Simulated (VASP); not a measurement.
**AlN: single point with LDA**

The system is AlN.

```
Al N
1.0
     0.00000    2.17114    2.17114
     2.17114    0.00000    2.17114
     2.17114    2.17114    0.00000
Al N
1 1
Direct
  0.00000 0.00000 0.00000
  0.75000 0.75000 0.75000
```

* Program: VASP 6.6.1
* Task: single point
* Functional: LDA
* Potentials or basis: VASP PAW LDA potentials, release 64 (Al, N)
* Cutoff: 520 eV
* k mesh: 10 × 10 × 10
* Occupations: gaussian, width 0.02 eV
* Spin: no spin polarisation
* Dipole correction: no
* Further INCAR settings: ALGO = Normal; EDIFF = 1e-07; NBANDS = 11

```
Pressure               : 0.6 GPa
Band gap on the k mesh : 3.23 eV, indirect (least direct gap 4.39 eV)
```

Levels at points of the mesh, in eV from the valence-band top:
| k point | band 1 | band 2 | band 3 | band 4 | band 5 | band 6 | band 7 | band 8 |
| --- | --- | --- | --- | --- | --- | --- | --- | --- |
| (0.00, 0.00, 0.00) | -14.93 | 0.00 | 0.00 | 0.00 | 4.39 | 12.51 | 12.51 | 12.51 |
| (0.50, 0.00, 0.00) | -12.75 | -5.98 | -0.49 | -0.49 | 7.43 | 9.89 | 11.07 | 11.07 |
| (0.50, 0.50, 0.00) | -12.08 | -5.01 | -1.81 | -1.81 | 3.23 | 8.52 | 13.99 | 15.71 |

Run time: 21 s on 1 thread of AMD EPYC 7R13, on a shared host, peak memory 0.1 GiB.

A k mesh can miss the band edges. LDA gaps usually lie below the measured ones, often by a third to a half.
